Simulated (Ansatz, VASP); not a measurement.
# Tc in VASP and in Ansatz

Contents of INCAR:

```
ALGO     = Normal         # electronic algorithm
EDIFF    = 1E-6           # SCF threshold, eV
ENCUT    = 520            # plane-wave cutoff, eV
GGA      = PE             # functional
ISIF     = 2              # what is computed and relaxed
ISMEAR   = -1             # smearing method
LASPH    = T              # aspherical terms in the spheres
LCHARG   = T              # write CHGCAR
LELF     = T              # ELF
LREAL    = F              # projectors in reciprocal space
LVHAR    = T            
LWAVE    = F              # write WAVECAR
NBANDS   = 20             # bands
NELM     = 80             # most SCF steps
PREC     = Accurate       # precision mode
SIGMA    = 0.05           # smearing width, eV
```

Contents of KPOINTS:

```
k-points
0
Gamma
  9 9 5
```

Contents of POSCAR:

```
Tc
1.0
    2.7400000000      0.0000000000      0.0000000000
   -1.3700000000      2.3729096064      0.0000000000
    0.0000000000      0.0000000000      4.3540200000
Tc
2
Direct
    0.6666666667      0.3333333333      0.7500000000
    0.3333333333      0.6666666667      0.2500000000
```

File input.yaml:

```yaml
crystal:
  lattice:
    - [2.74, 0.0, 0.0]
    - [-1.37, 2.3729096064, 0.0]
    - [0.0, 0.0, 4.35402]
  atoms:
    - { symbol: Tc, position: [0.6666666667, 0.3333333333, 0.75] }
    - { symbol: Tc, position: [0.3333333333, 0.6666666667, 0.25] }
hamiltonian:
  xc: pbe
  pseudopotentials: { kind: paw }
kpoints:
  mp_grid: { grid: [9, 9, 5] }
  band_path:
    path:
      - [[0.0, 0.0, 0.0], [0.5, 0.0, 0.0], [0.3333333333, 0.3333333333, 0.0], [0.0, 0.0, 0.0], [0.0, 0.0, 0.5], [0.5, 0.0, 0.5], [0.3333333333, 0.3333333333, 0.5], [0.0, 0.0, 0.5]]
      - [[0.5, 0.0, 0.5], [0.5, 0.0, 0.0]]
      - [[0.3333333333, 0.3333333333, 0.0], [0.3333333333, 0.3333333333, 0.5]]
    npoints: 14
scf:
  occupations: { method: fermi_dirac, width: 0.05 }
  n_extra_bands: 6
output:
  forces: true
  stress: true
  eigenvalues: true
  fatbands: false
```

Alike in both runs: functional PBE; k mesh 9 × 9 × 5; occupations fermi-dirac, width 0.05 eV; no spin polarisation.

|  | VASP | Ansatz |
| --- | --- | --- |
| version | VASP 6.6.1 | Ansatz 0.2.0 |
| potentials or method | VASP PAW PBE potentials, release 64 (Tc_pv) | Ansatz PAW earlier set |
| plane-wave cutoff (eV) | 520 | 500 |
| valence electrons in the cell | 26 | 30 |
| task | single point | band structure |

|  | VASP | Ansatz | Ansatz less VASP |
| --- | --- | --- | --- |
| gap on the k mesh at the Fermi level (eV) | none | none | - |
| pressure (GPa) | 5.9 | 6.5 | +0.68 |
| traceless stress, the component that is largest in VASP (GPa) | 2.35 | 2.37 | +0.020 |

A gap of «none» marks a metal or a gap that the smearing closes. VASP's potentials hold 26 valence electrons a cell and Ansatz's 30, so a difference there can come from the potentials and not from the codes.
